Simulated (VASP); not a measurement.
# PbSe in VASP: a series of runs

PbSe is run at these levels: PBE; tasks: electric field gradients.

Everything below comes from runs of VASP 6.6.1. Logs are shortened: lines on timing, memory, paths and dates and some standing lists are left out, and cuts for length are marked.

### 1 The cell of the first run

It takes space group I4/mmm (No. 139, tetragonal). Conventional cell: a = 4.331 Å, b = 4.331 Å, c = 6.063 Å, α = 90.00°, β = 90.00°, γ = 90.00°. Within 4.0 Å of Pb (site symmetry 4/mmm) lie 6 Se at 3.03 to 3.06 Å. Within 4.0 Å of Se (site symmetry 4/mmm) lie 6 Pb at 3.03 to 3.06 Å.

### 2 Electric field gradients, PBE (zz strain of -1 %)

File INCAR:

```
  PREC = Accurate
  ENCUT = 520
  EDIFF = 1E-8
  ISMEAR = -1
  SIGMA = 0.01
  LREAL = F
  LASPH = T
  NELM = 100
  ALGO = Normal
  ISIF = 2
  LWAVE = F
  LCHARG = F
  GGA = PE
  LEFG = T
  NBANDS = 17
```

File KPOINTS:

```
Automatic mesh
0
Gamma
  9 9 9
```

File POSCAR:

```
PbSe
1.0
    0.0000000000      3.0621500000      3.0315285000
    3.0621500000      0.0000000000      3.0315285000
    3.0621500000      3.0621500000      0.0000000000
Pb Se
1 1
Direct
    0.0000000000      0.0000000000      0.0000000000
    0.5000000000      0.5000000000      0.5000000000
```

Potentials or basis: VASP PAW PBE potentials, release 64 (Pb_d, Se).

The run is started by

```
cat potpaw_PBE.64/Pb_d/POTCAR potpaw_PBE.64/Se/POTCAR > POTCAR
mpirun -np 1 vasp_std > vasp.out
```

OUTCAR:

```text
PREC = Accurate
   ENCUT = 520
   EDIFF = 1E-8
   ISMEAR = -1
   LREAL = F
   LASPH = T
   NELM = 100
   ISIF = 2
   GGA = PE

 ion  position               nearest neighbor table
   1  0.000  0.000  0.000-   2 3.03   2 3.03   2 3.06   2 3.06   2 3.06   2 3.06
   2  0.500  0.500  0.500-   1 3.03   1 3.03   1 3.06   1 3.06   1 3.06   1 3.06

  LATTYP: Found a body centered tetragonal cell.
 ALAT       =     4.3305340600
 C/A-ratio  =     1.4000714267

  Lattice vectors:

 A1 = (   0.0000000000,  -3.0621500000,  -3.0315285000)
 A2 = (   0.0000000000,   3.0621500000,  -3.0315285000)
 A3 = (   3.0621500000,   0.0000000000,   3.0315285000)

Analysis of symmetry for initial positions (statically):
=====================================================================
 Subroutine PRICEL returns:
 Original cell was already a primitive cell.

 Routine SETGRP: Setting up the symmetry group for a
 body centered tetragonal supercell.

 Subroutine GETGRP returns: Found 16 space group operations
 (whereof 16 operations were pure point group operations)
 out of a pool of 16 trial point group operations.

The static configuration has the point symmetry D_4h.

Analysis of symmetry for dynamics (positions and initial velocities):
=====================================================================
 Subroutine PRICEL returns:
 Original cell was already a primitive cell.

 Routine SETGRP: Setting up the symmetry group for a
 body centered tetragonal supercell.

 Subroutine GETGRP returns: Found 16 space group operations
 (whereof 16 operations were pure point group operations)
 out of a pool of 16 trial point group operations.

The dynamic configuration has the point symmetry D_4h.

 Subroutine INISYM returns: Found 16 space group operations
 (whereof 16 operations are pure point group operations),
 and found     1 'primitive' translations

----------------------------------------------------------------------------------------

                                     Primitive cell

  volume of cell :      56.8518

  direct lattice vectors                    reciprocal lattice vectors
     0.000000000  3.062150000  3.031528500    -0.163283967  0.163283967  0.164933300
     3.062150000  0.000000000  3.031528500     0.163283967 -0.163283967  0.164933300
     3.062150000  3.062150000  0.000000000     0.163283967  0.163283967 -0.164933300

  length of vectors
     4.308935793  4.308935793  4.330534060     0.283771565  0.283771565  0.283771565

  position of ions in fractional coordinates (direct lattice)
     0.000000000  0.000000000  0.000000000
     0.500000000  0.500000000  0.500000000

  ion indices of the primitive-cell ions
   primitive index   ion index
                 1           1
                 2           2

----------------------------------------------------------------------------------------

 KPOINTS: Automatic mesh

Automatic generation of k-mesh.
 Grid dimensions read from file:
 generate k-points for:    9    9    9

 Generating k-lattice:

  Cartesian coordinates                     Fractional coordinates (reciprocal lattice)
    -0.018142663  0.018142663  0.018325922     0.111111111  0.000000000  0.000000000
     0.018142663 -0.018142663  0.018325922     0.000000000  0.111111111  0.000000000
     0.018142663  0.018142663 -0.018325922    -0.000000000 -0.000000000  0.111111111

  Length of vectors
     0.031530174  0.031530174  0.031530174

  Shift w.r.t. Gamma in fractional coordinates (k-lattice)
     0.000000000  0.000000000  0.000000000

 Subroutine IBZKPT returns following result:
 ===========================================

 Found     75 irreducible k-points:

 Following reciprocal coordinates:
            Coordinates               Weight
  0.000000  0.000000  0.000000      1.000000
  0.111111 -0.000000  0.000000      8.000000
  0.222222 -0.000000  0.000000      8.000000
  0.333333 -0.000000  0.000000      8.000000
  0.444444 -0.000000  0.000000      8.000000
  0.111111  0.111111  0.000000      2.000000
[... 16 lines left out ...]
 -0.333333  0.333333  0.000000      4.000000
  0.444444  0.444444  0.000000      2.000000
 [... further k-points ...]
   k-points           NKPTS =     75   k-points in BZ     NKDIM =     75   number of bands    NBANDS=     17
   number of dos      NEDOS =    301   number of ions     NIONS =      2
   total plane-waves  NPLWV =  32768
   dimension x,y,z NGX =    32 NGY =   32 NGZ =   32
   dimension x,y,z NGXF=    64 NGYF=   64 NGZF=   64
   ions per type =               1   1
   NGX,Y,Z   is equivalent  to a cutoff of  12.35, 12.35, 12.28 a.u.
   NGXF,Y,Z  is equivalent  to a cutoff of  24.69, 24.69, 24.57 a.u.
 SYSTEM =  unknown system
   PREC   = accura    normal or accurate (medium, high low for compatibility)
   ISTART =      0    job   : 0-new  1-cont  2-samecut
   ICHARG =      2    charge: 1-file 2-atom 10-const
   ISPIN  =      1    spin polarized calculation?
   LNONCOLLINEAR =      F non collinear calculations
   LSORBIT =      F    spin-orbit coupling
   LASPH  =      T    aspherical Exc in radial PAW
   ENCUT  =  520.0 eV  38.22 Ry    6.18 a.u.   8.01  8.01  8.05*2*pi/ulx,y,z
   NELM   =    100;   NELMIN=  2; NELMDL= -5     # of ELM steps
   EDIFF  = 0.1E-07   stopping-criterion for ELM
   LREAL  =      F    real-space projection
   EDIFFG = 0.1E-06   stopping-criterion for IOM
   NSW    =      0    number of steps for IOM
   IBRION =     -1    ionic relax: 0-MD 1-quasi-New 2-CG
   NFREE  =      0    steps in history (QN), initial steepest desc. (CG)
   ISIF   =      2    stress and relaxation
   ISYM   =      2    0-nonsym 1-usesym 2-fastsym
   POTIM  = 0.5000    time-step for ionic-motion
   TEBEG  =    0.0;   TEEND  =   0.0 temperature during run
   PSTRESS=    0.0 pullay stress
   NELECT =      20.0000    total number of electrons
   NUPDOWN=      -1.0000    fix difference up-down
   EMIN   =  10.00;   EMAX   =-10.00  energy-range for DOS
   EFERMI =   0.00;   METHOD = LEGACY
   ISMEAR =    -1;   SIGMA  =   0.01  broadening in eV -4-tet -1-fermi 0-gaus
   EFERMI_NEDOS =   21; number of points for ismear=-14 and -15
   IALGO  =     38    algorithm
   IMIX   =      4    mixing-type and parameters
     AMIX     =   0.40;   BMIX     =  1.00
     AMIX_MAG =   1.60;   BMIX_MAG =  1.00
  volume/ion in A,a.u.               =      28.43       191.83
  Fermi-wavevector in a.u.,A,eV,Ry     =   1.155677  2.183914 18.171810  1.335590
  Thomas-Fermi vector in A             =   2.292304
   LORBIT       =      0    0 simple, 1 ext, 2 COOP (PROOUT), +10 PAW based schemes
   GGA     = PE    functional components
   LHFCALC =     F    Hartree Fock is set to
   AEXX    =    0.0000 exact exchange contribution
   IVDW    =     0    specifies the selected vdW correction
   LEPSILON=     F    determine dielectric tensor
   LRPA    =     F    only Hartree local field effects (RPA)
 non-spin polarized calculation
  energy-cutoff  :      520.00
  volume of cell :       56.85
 maximum number of plane-waves:      1554
   NGX = 17   NGY = 17   NGZ = 17

 number of electron      20.0000002 magnetization

 Free energy of the ion-electron system (eV)
  ---------------------------------------------------
  ext. energy  EPLUGINS =         0.00000000
  ---------------------------------------------------
  free energy    TOTEN  =        -8.16842417 eV

  energy without entropy =       -8.16842417  energy(sigma->0) =       -8.16842417

 E-fermi :   5.2506     XC(G=0):  -9.5699

 val. band max:        4.9979623482   @ k =   0.4444  -0.0000   0.0000
 cond. band min:       5.6772625947   @ k =   0.4444  -0.0000   0.0000
 fundamental gap:      0.6793002465
 Fermi energy:         5.2506049028

 k-point     1 :       0.0000    0.0000    0.0000
  band No.  band energies     occupation
      1     -11.6773      2.00000
      2     -11.6748      2.00000
      3     -11.6747      2.00000
      4     -11.6747      2.00000
      5     -11.6694      2.00000
      6      -8.4924      2.00000
[... 9 lines left out ...]
     16      11.7132      0.00000
     17      13.3232      0.00000

 k-point     2 :       0.1111   -0.0000    0.0000
  band No.  band energies     occupation
      1     -11.6777      2.00000
      2     -11.6764      2.00000
      3     -11.6742      2.00000
      4     -11.6706      2.00000
      5     -11.6696      2.00000
      6      -8.3971      2.00000
[... 9 lines left out ...]
     16      11.9684      0.00000
     17      14.2788      0.00000

 k-point     3 :       0.2222   -0.0000    0.0000
  band No.  band energies     occupation
      1     -11.6850      2.00000
      2     -11.6818      2.00000
      3     -11.6742      2.00000
      4     -11.6612      2.00000
      5     -11.6603      2.00000
      6      -8.1292      2.00000
[... 9 lines left out ...]
     16      12.6592      0.00000
     17      15.9612      0.00000

 k-point     4 :       0.3333   -0.0000    0.0000
  band No.  band energies     occupation
      1     -11.6933      2.00000
      2     -11.6903      2.00000
      3     -11.6733      2.00000
      4     -11.6503      2.00000
      5     -11.6484      2.00000
      6      -7.7585      2.00000
[... 9 lines left out ...]
     16      13.7233      0.00000
     17      17.0395      0.00000

 k-point     5 :       0.4444   -0.0000    0.0000
  band No.  band energies     occupation
      1     -11.6987      2.00000
      2     -11.6960      2.00000
      3     -11.6728      2.00000
      4     -11.6431      2.00000
      5     -11.6406      2.00000
      6      -7.4533      2.00000
[... 9 lines left out ...]
     16      15.0038      0.00000
     17      15.7716      0.00000

 k-point     6 :       0.1111    0.1111    0.0000
  band No.  band energies     occupation
      1     -11.6796      2.00000
      2     -11.6771      2.00000
      3     -11.6725      2.00000
      4     -11.6695      2.00000
      5     -11.6695      2.00000
      6      -8.3621      2.00000
[... 9 lines left out ...]
     16      12.4929      0.00000
     17      13.8424      0.00000
[... 281 lines left out ...]
 k-point    21 :       0.4444    0.3333    0.0000
  band No.  band energies     occupation
      1     -11.7766      2.00000
      2     -11.6911      2.00000
      3     -11.6610      2.00000
      4     -11.6357      2.00000
      5     -11.6333      2.00000
      6      -7.2032      2.00000
[... 9 lines left out ...]
     16      16.2880      0.00000
     17      16.9521      0.00000

 k-point    22 :      -0.4444    0.3333    0.0000
  band No.  band energies     occupation
      1     -11.7732      2.00000
      2     -11.6832      2.00000
      3     -11.6679      2.00000
      4     -11.6389      2.00000
      5     -11.6330      2.00000
      6      -7.0472      2.00000
[... 9 lines left out ...]
     16      15.6453      0.00000
     17      17.5794      0.00000

 k-point    23 :      -0.3333    0.3333    0.0000
  band No.  band energies     occupation
      1     -11.7516      2.00000
      2     -11.6775      2.00000
      3     -11.6711      2.00000
      4     -11.6481      2.00000
      5     -11.6385      2.00000
      6      -7.0920      2.00000
[... 9 lines left out ...]
     16      14.6993      0.00000
     17      16.8907      0.00000

 k-point    24 :       0.4444    0.4444    0.0000
  band No.  band energies     occupation
      1     -11.8003      2.00000
      2     -11.6961      2.00000
      3     -11.6549      2.00000
      4     -11.6290      2.00000
      5     -11.6290      2.00000
      6      -7.0503      2.00000
[... 9 lines left out ...]
     16      16.6952      0.00000
     17      17.7389      0.00000

 [... further k-points ...]
[... 5 lines left out ...]
  --------------------------------------------------------------------------------------
  -------------------------------------------------------------------------------------
  Total        0.8719675      0.8719675      1.3583954      0.0000000     -0.0000000      0.0000000
  in kB       24.5734601     24.5734601     38.2817891      0.0000000     -0.0000000      0.0000000
  external PRESSURE =      29.1429031 kB  Pullay stress =       0.0000000 kB

 VOLUME and BASIS-vectors are now :
 -----------------------------------------------------------------------------
  energy-cutoff  :      520.00
  volume of cell :       56.85
      direct lattice vectors                 reciprocal lattice vectors
     0.000000000  3.062150000  3.031528500    -0.163283967  0.163283967  0.164933300
     3.062150000  0.000000000  3.031528500     0.163283967 -0.163283967  0.164933300
     3.062150000  3.062150000  0.000000000     0.163283967  0.163283967 -0.164933300

 POSITION                                       TOTAL-FORCE (eV/Angst)
 -----------------------------------------------------------------------------------
      0.00000      0.00000      0.00000         0.000000     -0.000000     -0.000000
      3.06215      3.06215      3.03153        -0.000000      0.000000      0.000000
 -----------------------------------------------------------------------------------
    total drift:                                0.000000     -0.000000     -0.000000

  FREE ENERGIE OF THE ION-ELECTRON SYSTEM (eV)
  ---------------------------------------------------
  free  energy   TOTEN  =        -8.1684241697 eV

  energy  without entropy=       -8.1684241697  energy(sigma->0) =       -8.16842417

 Electric field gradients (V/A^2)
---------------------------------------------------------------------
 ion       V_xx      V_yy      V_zz      V_xy      V_xz      V_yz
---------------------------------------------------------------------
   1      15.721    15.721   -31.442     0.000     0.000     0.000
   2       1.291     1.291    -2.582     0.000     0.000     0.000
---------------------------------------------------------------------

 Electric field gradients after diagonalization (V/A^2)
 (convention: |V_zz| > |V_xx| > |V_yy|)
----------------------------------------------------------------------
 ion       V_xx      V_yy      V_zz     asymmetry (V_yy - V_xx)/ V_zz
----------------------------------------------------------------------
   1      15.721    15.721   -31.442       0.000
   2       1.291     1.291    -2.582       0.000
----------------------------------------------------------------------

           NMR quadrupolar parameters

 Cq : quadrupolar parameter    Cq=e*Q*V_zz/h
 eta: asymmetry parameters     (V_yy - V_xx)/ V_zz
 Q  : nuclear electric quadrupole moment in mb (millibarn)
----------------------------------------------------------------------
 ion       Cq(MHz)       eta       Q (mb)
----------------------------------------------------------------------
   1      -0.076       0.000       1.000
   2      -0.006       0.000       1.000
----------------------------------------------------------------------
```

Run time: 2.8 min. Hardware: 1 thread of AMD EPYC 7R13, shared host; peak memory 0.2 GiB.

Results:

- Free energy: -8.1684 eV
- Pressure: 2.9 GPa
- Band gap on the k mesh: 0.68 eV, direct

Electric field gradients, principal values (V/Å²):
```csv
atom,least,middle,greatest (by size)
1 Pb,15.721,15.721,-31.442
2 Se,1.291,1.291,-2.582
```

Caveat: the cell differs from its parent crystal (zz strain of -1 %); without QUAD_EFG the Cq values of the log hold for a quadrupole moment of 1 mb, not for the nuclei; spin-orbit coupling is left out, which moves the levels of the heavy elements. A k mesh can miss the band edges.

(Part 1 of 3 ends here.)
